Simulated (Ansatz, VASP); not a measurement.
One calculation of WC, two programs

INCAR

```
  PREC = Accurate
  ENCUT = 520
  EDIFF = 1E-8
  ISMEAR = -1
  SIGMA = 0.05
  LREAL = False
  LASPH = True
  NELM = 80
  ALGO = Normal
  ISIF = 2
  LWAVE = False
  LCHARG = False
  GGA = PE
  LEFG = True
  NBANDS = 16
```

File KPOINTS:

```
Automatic mesh
0
Gamma
  13 13 12
```

File POSCAR:

```
WC
1.0
    2.9005014360      0.0290050144      0.0290050144
   -1.4251316387      2.4974054201      0.0106165721
    0.0282900000      0.0282900000      2.8290000000
W C
1 1
Direct
    0.0000000000      0.0000000000      0.0000000000
    0.6666666667      0.3333333333      0.5000000000
```

Input for Ansatz:

```yaml
crystal:
  lattice:
    - [2.900501436, 0.0290050144, 0.0290050144]
    - [-1.4251316387, 2.4974054201, 0.0106165721]
    - [0.02829, 0.02829, 2.829]
  atoms:
    - { symbol: W, position: [0.0, 0.0, 0.0] }
    - { symbol: C, position: [0.6666666667, 0.3333333333, 0.5] }
kpoints:
  mp_grid: { grid: [13, 13, 12] }
scf:
  occupations: { method: fermi_dirac, width: 0.05 }
hamiltonian:
  xc: pbe
  pseudopotentials: { kind: paw }
output:
  forces: true
  stress: true
  eigenvalues: true
  efg: { contact_densities: true }
```

Change from the starting cell: equal xy, yz and zx shear strains of +2 %, PAW files.

Alike in both runs: task electric field gradients; functional PBE; k mesh 13 × 13 × 12; occupations fermi-dirac, width 0.05 eV; no spin polarisation.

```csv
,VASP,Ansatz
version,VASP 6.6.1,Ansatz 0.2.0
potentials or method,"VASP PAW PBE potentials, release 64 (W_sv, C)","PAW with Ansatz's default frozen-core files, scalar-relativistic"
plane-wave cutoff (eV),520,420
valence electrons in the cell,18,18
```

|  | VASP | Ansatz | Ansatz less VASP |
| --- | --- | --- | --- |
| pressure (GPa) | 10.0 | 8.9 | -1.18 |
| traceless stress, the component that is largest in VASP (GPa) | -6.30 | -6.27 | +0.027 |
| rms of the force components (eV/Å) | 0.058 | 0.056 | -0.0017 |
| size of Vzz on the site where it differs most (V/Å²) | 159.4 | 159.2 | -0.15 |

Atom by atom the forces differ by 0.002 eV/Å (rms over components).

Neither program's run includes spin-orbit coupling.
